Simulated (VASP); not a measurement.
The system is AlB2P3.

```
Al B P
1.0
     0.00982   -0.02583    5.74905
     6.01484    0.05328    0.01020
    -2.96127    4.97961   -0.02832
Al B P
2 4 6
Direct
  0.00565 0.65861 0.33602
  0.98588 0.34650 0.67268
  0.97995 0.99411 0.98539
  0.50688 0.30041 0.98006
  0.48851 0.00384 0.35353
  0.54765 0.67889 0.67264
  0.37531 0.02114 0.00675
  0.41179 0.65151 0.33399
  0.41880 0.34557 0.66434
  0.82676 0.30972 0.04017
  0.85862 0.00276 0.26002
  0.84421 0.68695 0.69441
```

| Item | Value |
| --- | --- |
| Program | VASP 6.6.1 |
| Task | relaxation of cell and atoms |
| Functional | PBE |
| Potentials or basis | VASP PAW PBE potentials, release 64 (Al, B, P) |
| Cutoff | 600 eV |
| k mesh | 2 × 3 × 3 |
| Occupations | gaussian, width 0.1 eV |
| Spin | no spin polarisation |

At the start: pressure 6.6 GPa; volume 14.42 Å³/atom.

Question: Where does the relaxation end?

Answer: Over 16 steps the energy falls by 257.6 meV/atom and the volume is 14.61 Å³/atom (+1.3 %); space group P31m (No. 157, to 0.05 Å).

The path:
```csv
step,energy change (eV),largest force (eV/Å),pressure (GPa),volume (Å³)
1,0.0000,7.1101,6.58,173.10
2,-1.5451,3.6223,-5.71,188.27
3,-2.2946,2.4377,-3.21,181.38
4,-2.8987,1.4028,-0.25,175.96
5,-2.8987,1.4021,-0.23,175.93
6,-3.0442,0.5944,0.65,174.47
7,-3.0445,0.6412,0.70,174.41
8,-3.0771,0.2362,-0.18,175.56
9,-3.0772,0.2436,-0.19,175.59
10,-3.0861,0.1564,-0.05,175.43
11,-3.0864,0.1611,-0.02,175.39
12,-3.0899,0.0862,0.06,175.29
13,-3.0902,0.0869,0.10,175.25
14,-3.0913,0.0423,-0.05,175.44
15,-3.0913,0.0401,-0.04,175.43
16,-3.0915,0.0157,-0.01,175.37
```

Final structure:
```
Al B P
1.0
    -0.00007   -0.00018    5.72602
     5.94786    0.00038    0.00006
    -2.97390    5.14908   -0.00101
Al B P
2 4 6
Cartesian
  2.9748 1.7166 0.0252
  -0.0003 3.4335 0.0237
  2.9734 5.1489 5.6914
  1.9201 0.0006 2.8798
  -0.9600 1.6621 2.8778
  2.0134 3.4869 2.8782
  2.9734 5.1488 2.0652
  2.9745 1.7165 2.3517
  -0.0001 3.4327 2.3512
  1.7572 0.0007 4.8798
  -0.8786 1.5217 4.8792
  2.0955 3.6267 4.8788
```

Caveat: the k points lie up to 0.55 Å⁻¹ apart in the final cell.
